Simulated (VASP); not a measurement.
Wanted: the native input for a VASP 6.6.1 run.

| Quantity | Value |
| --- | --- |
| Task | single point |
| Functional | revPBE |
| Potentials or basis | VASP PAW PBE potentials, release 64 (Se) |
| Cutoff | 520 eV |
| k mesh | 5 × 5 × 5 |
| Occupations | fermi-dirac, width 0.1 eV |
| Spin | no spin polarisation |
| Dipole correction | no |
| Further INCAR settings | ALGO = Normal; EDIFF = 1e-06; NBANDS = 34 |

The structure of Se lies in POSCAR:

```
Se
1.0
    5.5442061136      0.0000000000      0.0000000000
    0.0000000000      5.5442061136      0.0000000000
    0.0000000000      0.0000000000      5.5442061136
Se
8
Direct
    0.0000000000      1.0000000000      1.0000000000
    0.5000000000      0.5000000000      0.5000000000
    0.2500000000      0.0000000000      0.5000000000
    0.7500000000      1.0000000000      0.5000000000
    0.5000000000      0.2500000000      1.0000000000
    0.5000000000      0.7500000000      1.0000000000
    1.0000000000      0.5000000000      0.2500000000
    1.0000000000      0.5000000000      0.7500000000
```

The input as run:

INCAR

```
PREC = Accurate ; ENCUT = 520
EDIFF = 1E-6 ; ISMEAR = -1
SIGMA = 0.1 ; LREAL = F
LASPH = T ; NELM = 60
ALGO = Normal ; ISIF = 2
LWAVE = F ; LCHARG = F
GGA = RE ; NBANDS = 34
```

KPOINTS

```
regular mesh
0
Gamma
  5 5 5
```

Potentials or basis: VASP PAW PBE potentials, release 64 (Se).

The run is started by

```sh
$ cat potpaw_PBE.64/Se/POTCAR > POTCAR
$ mpirun -np 1 vasp_std > vasp.out
```

Results of the run:

```json
{
  "Pressure": "0.0 GPa",
  "Band gap on the k mesh": "zero (bands 24 and 25 overlap by 0.47 eV)"
}
```

Caveat: the PAW data sets were made with another functional, which shifts forces and pressure a little.

It took 38 s on 1 thread of AMD EPYC 7R13 Processor (Zen 3) (shared host), peak memory 0.22 GiB.
